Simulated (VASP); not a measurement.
Runs of VASP 6.6.1 on La. The structure is that of space group Im-3m (No. 229), or close to it. The cells are those of the table. 

| task | cell | k mesh | cutoff (eV) | gap on the mesh (eV) | pressure (GPa) |
| --- | --- | --- | --- | --- | --- |
| single point | a = 3.809 Å, angles 109.5°, 1 atom | 12 × 12 × 12 | 520 | none | (a) |
| single point | a = 3.668 Å, angles 109.5°, 1 atom | 17 × 17 × 17 | 520 | none | 0.0 |
| single point | a = 3.763 Å, angles 109.5°, 1 atom | 12 × 12 × 12 | 520 | none | -1.8 |
| single point | a = 3.515 Å, angles 109.5°, 1 atom | 12 × 12 × 12 | 520 | none | 4.0 |
| single point | a = 3.567 Å, angles 109.5°, 1 atom | 12 × 12 × 12 | 520 | none | 2.5 |
| single point | a = 3.668 Å, angles 109.5°, 1 atom | 12 × 12 × 12 | 520 | none | 0.0 |
| single point | a = 3.668 Å, angles 109.5°, 1 atom | 11 × 11 × 11 | 520 | none | 0.0 |
| relaxation of cell and atoms | relaxed from a = 3.649 Å, angles 109.5°, 1 atom | 11 × 11 × 11 | 600 | none | 0.0 |

Alike in all rows: level PBE; potentials or basis VASP PAW PBE potentials, release 64 (La); no spin polarisation; smearing fermi-dirac 0.1 eV.

Q: Fill in the values left out.

A: (a) -2.5.

Caveats: spin-orbit coupling is left out, which moves the levels of the heavy elements.

A k mesh can miss the band edges, and the runs leave out spin-orbit coupling on La.

A gap of «none» marks levels without a gap at the run's occupations.
